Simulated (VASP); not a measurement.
Here is a VASP 6.6.1 calculation.

Contents of POSCAR:

```
Li2O
1.0
    0.0000000000      2.2650812259      2.2650812259
    2.2650812259      0.0000000000      2.2650812259
    2.2650812259      2.2650812259      0.0000000000
Li O
2 1
Direct
    0.2500000000      0.2500000000      0.2500000000
    0.7500000000      0.7500000000      0.7500000000
    0.0000000000      0.0000000000      0.0000000000
```

The input INCAR.step1:

```
PREC     = Accurate       # precision mode
ENCUT    = 830            # plane-wave cutoff, eV
ISMEAR   = 0              # smearing method
SIGMA    = 0.05           # smearing width, eV
LREAL    = F              # projectors in reciprocal space
LASPH    = T              # aspherical terms in the spheres
NELM     = 120            # most SCF steps
NBANDS   = 13             # bands
GGA      = PE             # functional
ALGO     = Normal         # electronic algorithm
EDIFF    = 1E-5           # SCF threshold, eV
LWAVE    = T              # write WAVECAR
LCHARG   = F              # write CHGCAR
GGA_COMPAT= F
```

The input INCAR.step2:

```
PREC     = Accurate       # precision mode
ENCUT    = 830            # plane-wave cutoff, eV
EDIFF    = 1E-6           # SCF threshold, eV
ISMEAR   = 0              # smearing method
SIGMA    = 0.05           # smearing width, eV
LREAL    = F              # projectors in reciprocal space
LASPH    = T              # aspherical terms in the spheres
NELM     = 120            # most SCF steps
ALGO     = Normal         # electronic algorithm
ISIF     = 2              # what is computed and relaxed
LWAVE    = F              # write WAVECAR
LCHARG   = T              # write CHGCAR
METAGGA  = R2SCAN         # meta-GGA
LMIXTAU  = T            
IVDW     = 13             # dispersion correction
VDW_S6   = 1.0          
VDW_S8   = 0.6018749    
VDW_A1   = 0.51559235   
VDW_A2   = 5.77342911   
LELF     = T              # ELF
LVHAR    = T            
NBANDS   = 13             # bands
ISTART   = 1            
GGA_COMPAT= F
```

Contents of KPOINTS:

```
regular mesh
0
Gamma
  8 8 8
```

Potentials or basis: VASP PAW PBE potentials, release 64 (Li_sv, O).

Launch:

```sh
$ cat potpaw_PBE.64/Li_sv/POTCAR potpaw_PBE.64/O/POTCAR > POTCAR
$ cp INCAR.step1 INCAR
$ mpirun -np 1 vasp_std > vasp.out
$ cp INCAR.step2 INCAR
$ mpirun -np 1 vasp_std > vasp.out
```

(1) Predict the band gap on the k mesh.

(2) What does it give for the pressure?

(3) What does it give for the dispersion energy per atom?

Answers

(1) 5.79 eV (least direct gap 6.60 eV).

(2) 2.4 GPa.

(3) -0.034 eV.

Caveat: the PAW data sets were made with another functional, which shifts forces and pressure a little.
